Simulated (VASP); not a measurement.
# BN (P6_3/mmc) in VASP: further runs

BN is run at these levels: PBEsol; tasks: single point.

Program: VASP 6.6.1. These are calculated values, not measurements. Logs are shortened: lines on timing, memory, paths and dates and some standing lists are left out, and cuts for length are marked.

## Step 1: The cell of the first run

The structure is hexagonal, space group P6_3/mmc (No. 194). Conventional cell: a = 2.424 Å, b = 2.424 Å, c = 7.146 Å, α = 90.00°, β = 90.00°, γ = 120.00°. Within 1.9 Å of B (site symmetry -6m2) lie 3 N at 1.40 Å. Within 1.9 Å of N (site symmetry -6m2) lie 3 B at 1.40 Å.

## Step 2: Single point, PBEsol (volume 9.089 Å^3 an atom, c/a of the conventional cell 2.9482)

Contents of INCAR:

```
PREC = Accurate ; ENCUT = 520
EDIFF = 1E-7 ; ISMEAR = 0
SIGMA = 0.05 ; LREAL = False
LASPH = True ; NELM = 60
ALGO = Normal ; ISIF = 2
LWAVE = False ; LCHARG = False
GGA = PS ; NBANDS = 16
```

Contents of KPOINTS:

```
regular mesh
0
Gamma
  12 12 4
```

Contents of POSCAR:

```
BN
1.0
    2.4237966101      0.0000000000      0.0000000000
   -1.2118983051      2.0990694379      0.0000000000
    0.0000000000      0.0000000000      7.1458371658
B N
2 2
Direct
    0.3333333333      0.6666666667      0.2500000000
    0.6666666667      0.3333333333      0.7500000000
    0.3333333333      0.6666666667      0.7500000000
    0.6666666667      0.3333333333      0.2500000000
```

Potentials or basis: VASP PAW PBE potentials, release 64 (B, N).

Run with:

```bash
> cat potpaw_PBE.64/B/POTCAR potpaw_PBE.64/N/POTCAR > POTCAR
> mpirun -np 1 vasp_std > vasp.out
```

OUTCAR:

```text
PREC = Accurate
   ENCUT = 520
   EDIFF = 1E-7
   ISMEAR = 0
   LREAL = False
   LASPH = True
   NELM = 60
   ISIF = 2
   GGA = PS

 ion  position               nearest neighbor table
   1  0.333  0.667  0.250-   4 1.40   4 1.40   4 1.40
   2  0.667  0.333  0.750-   3 1.40   3 1.40   3 1.40
   3  0.333  0.667  0.750-   2 1.40   2 1.40   2 1.40
   4  0.667  0.333  0.250-   1 1.40   1 1.40   1 1.40

  LATTYP: Found a hexagonal cell.
 ALAT       =     2.4237966101
 C/A-ratio  =     2.9482000000

  Lattice vectors:

 A1 = (   2.4237966101,   0.0000000000,   0.0000000000)
 A2 = (  -1.2118983051,   2.0990694379,   0.0000000000)
 A3 = (   0.0000000000,   0.0000000000,   7.1458371658)

Analysis of symmetry for initial positions (statically):
=====================================================================
 Subroutine PRICEL returns:
 Original cell was already a primitive cell.

 Routine SETGRP: Setting up the symmetry group for a
 hexagonal supercell.

 Subroutine GETGRP returns: Found 24 space group operations
 (whereof 12 operations were pure point group operations)
 out of a pool of 24 trial point group operations.

The static configuration has the point symmetry D_3d.
 The point group associated with its full space group is D_6h.

Analysis of symmetry for dynamics (positions and initial velocities):
=====================================================================
 Subroutine PRICEL returns:
 Original cell was already a primitive cell.

 Routine SETGRP: Setting up the symmetry group for a
 hexagonal supercell.

 Subroutine GETGRP returns: Found 24 space group operations
 (whereof 12 operations were pure point group operations)
 out of a pool of 24 trial point group operations.

The dynamic configuration has the point symmetry D_3d.
 The point group associated with its full space group is D_6h.

 Subroutine INISYM returns: Found 24 space group operations
 (whereof 12 operations are pure point group operations),
 and found     1 'primitive' translations

----------------------------------------------------------------------------------------

                                     Primitive cell

  volume of cell :      36.3560

  direct lattice vectors                    reciprocal lattice vectors
     2.423796610  0.000000000  0.000000000     0.412575872  0.238200791  0.000000000
    -1.211898305  2.099069438  0.000000000     0.000000000  0.476401582  0.000000000
[... 87 lines left out ...]
   ENCUT  =  520.0 eV  38.22 Ry    6.18 a.u.   4.51  4.51 13.29*2*pi/ulx,y,z
   NELM   =     60;   NELMIN=  2; NELMDL= -5     # of ELM steps
   EDIFF  = 0.1E-06   stopping-criterion for ELM
   LREAL  =      F    real-space projection
   EDIFFG = 0.1E-05   stopping-criterion for IOM
   NSW    =      0    number of steps for IOM
   IBRION =     -1    ionic relax: 0-MD 1-quasi-New 2-CG
   NFREE  =      0    steps in history (QN), initial steepest desc. (CG)
   ISIF   =      2    stress and relaxation
   ISYM   =      2    0-nonsym 1-usesym 2-fastsym
   POTIM  = 0.5000    time-step for ionic-motion
   TEBEG  =    0.0;   TEEND  =   0.0 temperature during run
   PSTRESS=    0.0 pullay stress
   NELECT =      16.0000    total number of electrons
   NUPDOWN=      -1.0000    fix difference up-down
   EMIN   =  10.00;   EMAX   =-10.00  energy-range for DOS
   EFERMI =   0.00;   METHOD = LEGACY
   ISMEAR =     0;   SIGMA  =   0.05  broadening in eV -4-tet -1-fermi 0-gaus
   EFERMI_NEDOS =   21; number of points for ismear=-14 and -15
   IALGO  =     38    algorithm
   IMIX   =      4    mixing-type and parameters
     AMIX     =   0.40;   BMIX     =  1.00
     AMIX_MAG =   1.60;   BMIX_MAG =  1.00
  volume/ion in A,a.u.               =       9.09        61.34
  Fermi-wavevector in a.u.,A,eV,Ry     =   1.245249  2.353179 21.097800  1.550645
  Thomas-Fermi vector in A             =   2.379479
   LORBIT       =      0    0 simple, 1 ext, 2 COOP (PROOUT), +10 PAW based schemes
   GGA     = PS    functional components
   LHFCALC =     F    Hartree Fock is set to
   AEXX    =    0.0000 exact exchange contribution
   IVDW    =     0    specifies the selected vdW correction
   LEPSILON=     F    determine dielectric tensor
   LRPA    =     F    only Hartree local field effects (RPA)
 non-spin polarized calculation
 Gauss-broadening in eV      SIGMA  =   0.05
  energy-cutoff  :      520.00
  volume of cell :       36.36
 maximum number of plane-waves:      1002
 NGX is ok and might be reduce to    18
   NGX =  9   NGY =  9   NGZ = 27

 number of electron      16.0000004 magnetization

 Free energy of the ion-electron system (eV)
  ---------------------------------------------------
  ext. energy  EPLUGINS =         0.00000000
  ---------------------------------------------------
  free energy    TOTEN  =       -36.28674639 eV

  energy without entropy =      -36.28674639  energy(sigma->0) =      -36.28674639

 E-fermi :   2.3501     XC(G=0):  -9.9895

 val. band max:        2.0370883917   @ k =   0.3333   0.3333   0.5000
 cond. band min:       6.4863053330   @ k =   0.5000   0.0000   0.0000
 fundamental gap:      4.4492169412
 Fermi energy:         2.3500519368

 k-point     1 :       0.0000    0.0000    0.0000
  band No.  band energies     occupation
      1     -16.2572      2.00000
      2     -16.0942      2.00000
      3      -4.4668      2.00000
      4      -3.0253      2.00000
      5       0.8537      2.00000
      6       0.8537      2.00000
[... 433 lines left out ...]
      3      -5.0439      2.00000
      4      -5.0198      2.00000
      5      -1.6300      2.00000
      6      -1.6119      2.00000
[... 8 lines left out ...]
     15      19.3415      0.00000
     16      21.1710      0.00000

 [... further k-points ...]
[... 5 lines left out ...]
  --------------------------------------------------------------------------------------
  -------------------------------------------------------------------------------------
  Total        8.7167348      8.7167348     -0.0535341     -0.0000000     -0.0000000     -0.0000000
  in kB      384.1389267    384.1389267     -2.3592015     -0.0000000     -0.0000000     -0.0000000
  external PRESSURE =     255.3062173 kB  Pullay stress =       0.0000000 kB

 VOLUME and BASIS-vectors are now :
 -----------------------------------------------------------------------------
  energy-cutoff  :      520.00
  volume of cell :       36.36
      direct lattice vectors                 reciprocal lattice vectors
     2.423796610  0.000000000  0.000000000     0.412575872  0.238200791  0.000000000
    -1.211898305  2.099069438  0.000000000     0.000000000  0.476401582  0.000000000
     0.000000000  0.000000000  7.145837166     0.000000000  0.000000000  0.139941616

 POSITION                                       TOTAL-FORCE (eV/Angst)
 -----------------------------------------------------------------------------------
     -0.00000      1.39938      1.78646        -0.000000      0.000000      0.000000
      1.21190      0.69969      5.35938         0.000000     -0.000000      0.000000
     -0.00000      1.39938      5.35938        -0.000000      0.000000      0.000000
      1.21190      0.69969      1.78646        -0.000000     -0.000000      0.000000
 -----------------------------------------------------------------------------------
    total drift:                               -0.000000      0.000000      0.000000

  FREE ENERGIE OF THE ION-ELECTRON SYSTEM (eV)
  ---------------------------------------------------
  free  energy   TOTEN  =       -36.2867463946 eV

  energy  without entropy=      -36.2867463946  energy(sigma->0) =      -36.28674639
```

Wall time 19 s (1 thread of AMD EPYC 7R13 (Zen 3), shared host); peak memory 0.12 GiB.

What came out:

| Quantity | Value |
| --- | --- |
| Free energy | -36.2867 eV |
| Pressure | 25.5 GPa |
| Band gap on the k mesh | 4.45 eV, indirect (least direct gap 4.84 eV) |

Caveat: the PAW data sets were made with another functional, which shifts forces and pressure a little; this functional lacks dispersion, which binds the layers, so the pressure and a relaxed spacing across them are unreliable. A k mesh can miss the band edges.

## Step 3: Single point, PBEsol (volume 9.089 Å^3 an atom, c/a of the conventional cell 2.5510)

Contents of INCAR:

```
PREC = Accurate ; ENCUT = 520
EDIFF = 1E-7 ; ISMEAR = 0
SIGMA = 0.05 ; LREAL = F
LASPH = T ; NELM = 100
ALGO = Normal ; ISIF = 2
LWAVE = F ; LCHARG = F
GGA = PS ; NBANDS = 16
```

KPOINTS is that of step 2.

Contents of POSCAR:

```
BN
1.0
    2.5435776572      0.0000000000      0.0000000000
   -1.2717888286      2.2028028676      0.0000000000
    0.0000000000      0.0000000000      6.4886666035
B N
2 2
Direct
    0.3333333333      0.6666666667      0.2500000000
    0.6666666667      0.3333333333      0.7500000000
    0.3333333333      0.6666666667      0.7500000000
    0.6666666667      0.3333333333      0.2500000000
```

Potentials or basis: VASP PAW PBE potentials, release 64 (B, N).

Run with:

```bash
> cat potpaw_PBE.64/B/POTCAR potpaw_PBE.64/N/POTCAR > POTCAR
> mpirun -np 1 vasp_std > vasp.out
```

It took 19 s on 1 thread of AMD EPYC 7R13 (Zen 3), shared host; peak memory 0.13 GiB.

The run converged. Its results:

```
Free energy            : -36.5074 eV
Pressure               : -9.9 GPa
Band gap on the k mesh : 4.03 eV, indirect (least direct gap 4.39 eV)
```

Stress tensor (GPa, compression positive):
```
-15.42   0.00   0.00
  0.00 -15.42   0.00
  0.00   0.00   1.27
```

Levels at points of the mesh, in eV from the valence-band top:
```
           k point  band 5  band 6  band 7  band 8  band 9  band 10  band 11  band 12
(0.00, 0.00, 0.00)   -1.40   -1.40   -1.34   -1.34    5.15    10.22    11.07    11.07
(0.50, 0.00, 0.00)   -4.11   -4.02   -1.55   -0.36    4.03     5.57     9.01     9.33
(0.00, 0.00, 0.50)   -1.37   -1.37   -1.37   -1.37    7.62     7.62    11.15    11.15
(0.50, 0.00, 0.50)   -4.06   -4.06   -0.92   -0.92    4.51     4.51     9.36     9.36
```

Caveat: the PAW data sets were made with another functional, which shifts forces and pressure a little; this functional lacks dispersion, which binds the layers, so the pressure and a relaxed spacing across them are unreliable. A k mesh can miss the band edges.
